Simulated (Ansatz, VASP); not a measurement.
## Hg in VASP and in Ansatz

```
CELL_PARAMETERS angstrom
2.13061 1.23011 1.88430
-2.13061 1.23011 1.88430
0.00000 -2.46022 1.88430
ATOMIC_POSITIONS crystal
Hg 0.00000 0.00000 0.00000
```

Alike in both runs: functional PBE; k mesh 18 × 18 × 18; occupations gaussian, width 0.1 eV; no spin polarisation.

Ansatz relaxed the structure, and its values are those at the end. VASP's run is a single point on that final structure, the one shown.

```csv
,VASP,Ansatz
version,VASP 6.6.1,Ansatz 0.2.0
potentials or method,"VASP PAW PBE potentials, release 64 (Hg), cutoff 520 eV","scalar-relativistic, plane waves, PAW"
valence electrons in the cell,12,20
```

```csv
,VASP,Ansatz,Ansatz less VASP
gap on the k mesh at the Fermi level (eV),none,none,-
pressure (GPa),0.2,0.0,-0.21
```

A gap of «none» marks a metal or a gap that the smearing closes. The functional is the same, so the differences come from potentials, cutoffs and numerics. VASP's potentials hold 12 valence electrons a cell and Ansatz's 20, so a difference there can come from the potentials and not from the codes.

Spin-orbit coupling is off throughout.
